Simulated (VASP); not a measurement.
Write the native input for VASP 6.6.1 that does the following.

| Quantity | Value |
| --- | --- |
| Task | single point |
| Functional | PBE |
| Potentials or basis | VASP PAW PBE potentials, release 64 (C, Ru_pv) |
| Cutoff | 520 eV |
| k mesh | 2 × 2 × 1 |
| Occupations | gaussian, width 0.02 eV |
| Spin | no spin polarisation |
| Dipole correction | no |
| Further INCAR settings | LREAL = Auto; ALGO = Normal; EDIFF = 1e-06; NBANDS = 58 |

The structure of RuC18 lies in POSCAR:

```
RuC18
1.0
    7.3980000000      0.0000000000      0.0000000000
   -3.6990000000      6.4068560000      0.0000000000
    0.0000000000      0.0000000000     13.0000000000
C Ru
18 1
Direct
   -0.0024704639     -0.0070655560      0.0788676154
    0.2192581246      0.1040577469      0.0797176923
   -0.0035113663      0.3265558021      0.0819326154
    0.2203803627      0.4386031152      0.0818461538
   -0.0012602386      0.6635135861      0.0770193077
    0.2198132568      0.7720815014      0.0802350769
    0.3292721695     -0.0069525521      0.0818078462
    0.5531582937      0.1048829566      0.0819058462
    0.3298408204      0.3270955364      0.0802903846
    0.5509153916      0.4395972065      0.0770598462
    0.3303929845      0.6596232224      0.0797010000
    0.5521216093      0.7702264574      0.0788545385
    0.6638163639     -0.0081512680      0.0795630000
    0.8858294885      0.1028590310      0.0795847692
    0.6626868539      0.3282880090      0.0719603846
    0.8869678200      0.4404333420      0.0719453077
    0.6634203757      0.6605174207      0.0770531538
    0.8862331001      0.7719271356      0.0770406154
    0.7748733066      0.2983667808      0.2128460000
```

These files were run (other wordings do the same):

INCAR

```
ALGO     = Normal         # electronic algorithm
EDIFF    = 1E-6           # SCF threshold, eV
ENCUT    = 520            # plane-wave cutoff, eV
GGA      = PE             # functional
ISIF     = 2              # what is computed and relaxed
ISMEAR   = 0              # smearing method
LASPH    = True           # aspherical terms in the spheres
LCHARG   = True           # write CHGCAR
LELF     = True           # ELF
LREAL    = Auto         
LVHAR    = True         
LWAVE    = False          # write WAVECAR
NBANDS   = 58             # bands
NELM     = 80             # most SCF steps
PREC     = Accurate       # precision mode
SIGMA    = 0.02           # smearing width, eV
```

KPOINTS

```
k-points
0
Gamma
  2 2 1
```

Potentials or basis: VASP PAW PBE potentials, release 64 (C, Ru_pv).

Command:

```sh
$ cat potpaw_PBE.64/C/POTCAR potpaw_PBE.64/Ru_pv/POTCAR > POTCAR
$ mpirun -np 1 vasp_std > vasp.out
```

Results of the run:

```
Largest force          : 1.015 eV/Å
Band gap on the k mesh : zero (band 43 reaches -0.76 eV, above the bottom of band 44 at -0.96 eV)
```

Caveat: the k points lie up to 0.49 Å⁻¹ apart.

Run time: 4.9 min on 1 thread of Intel(R) Xeon(R) Platinum 8488C (Sapphire Rapids) (shared host), peak memory 0.63 GiB.
